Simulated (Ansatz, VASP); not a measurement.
# Si in VASP and in Ansatz

```
CELL_PARAMETERS angstrom
0.00000 2.71055 2.71055
2.71055 0.00000 2.71055
2.71055 2.71055 0.00000
ATOMIC_POSITIONS crystal
Si 0.00000 0.00000 0.00000
Si 0.25000 0.25000 0.25000
```

Alike in both runs: task single point; functional PBE; dispersion D3(BJ); k mesh 12 × 12 × 12; occupations gaussian, width 0.02 eV; no spin polarisation.

|  | VASP | Ansatz |
| --- | --- | --- |
| version | VASP 6.6.1 | Ansatz 0.2.0 |
| potentials or method | VASP PAW PBE potentials, release 64 (Si), cutoff 500 eV | scalar-relativistic, plane waves, PAW |
| valence electrons in the cell | 8 | 8 |

Ansatz gave:

- gap on the k mesh at the Fermi level (eV): 0.56
- least direct gap on the mesh (eV): 2.56
- pressure (GPa): 0.0

Q: What did VASP give for the same quantities?

A: gap on the k mesh at the Fermi level (eV): 0.56; least direct gap on the mesh (eV): 2.57; pressure (GPa): -0.1.
